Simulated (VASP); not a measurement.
Crystal: Cu.

```xyz
1
Lattice="-1.4698 1.4698 1.3802 1.4698 -1.4698 1.3802 1.4698 1.4698 -1.3802" Properties=species:S:1:pos:R:3 pbc="T T T"
Cu    0.0000    0.0000    0.0000
```

```yaml
Program: VASP 6.6.1
Task: relaxation of cell and atoms
Functional: LDA
Potentials_or_basis: VASP PAW LDA potentials, release 64 (Cu)
Cutoff: 600 eV
k_mesh: 16 × 16 × 16
Occupations: fermi-dirac, width 0.05 eV
Spin: no spin polarisation
```

At the start: pressure -12.2 GPa; volume 11.93 Å³/atom.

Problem. Where does the relaxation end?

Solution. Over 13 steps the energy falls by 39.0 meV/atom and the volume is 10.98 Å³/atom (-7.9 %); space group I4/mmm (No. 139, to 0.1 Å) before and after.

Step by step:
| step | energy change (eV) | largest force (eV/Å) | pressure (GPa) | volume (Å³) |
| --- | --- | --- | --- | --- |
| 1 | 0.0000 | 0.0000 | -12.16 | 11.93 |
| 2 | -0.0217 | 0.0000 | 10.58 | 10.43 |
| 3 | -0.0390 | 0.0000 | -0.07 | 10.99 |
| 4 | -0.0390 | 0.0000 | 0.21 | 10.97 |
| 5 | -0.0390 | 0.0000 | -0.06 | 10.99 |
| 6 | -0.0390 | 0.0000 | -0.05 | 10.98 |
| 7 | -0.0390 | 0.0000 | 0.00 | 10.98 |
| 8 | -0.0390 | 0.0000 | -0.53 | 10.98 |
| 9 | -0.0390 | 0.0000 | 0.11 | 10.97 |
| 10 | -0.0390 | 0.0000 | 0.11 | 10.98 |
| 11 | -0.0390 | 0.0000 | 0.07 | 10.98 |
| 12 | -0.0390 | 0.0000 | 0.06 | 10.98 |
| 13 | -0.0390 | 0.0000 | 0.03 | 10.98 |

Final structure:
```yaml
crystal:
  lattice:
    - [-1.43031, 1.43031, 1.34180]
    - [1.43031, -1.43031, 1.34180]
    - [1.43031, 1.43031, -1.34180]
  atoms:
    - { symbol: Cu, position: [0.00000, 0.00000, 0.00000] }
```
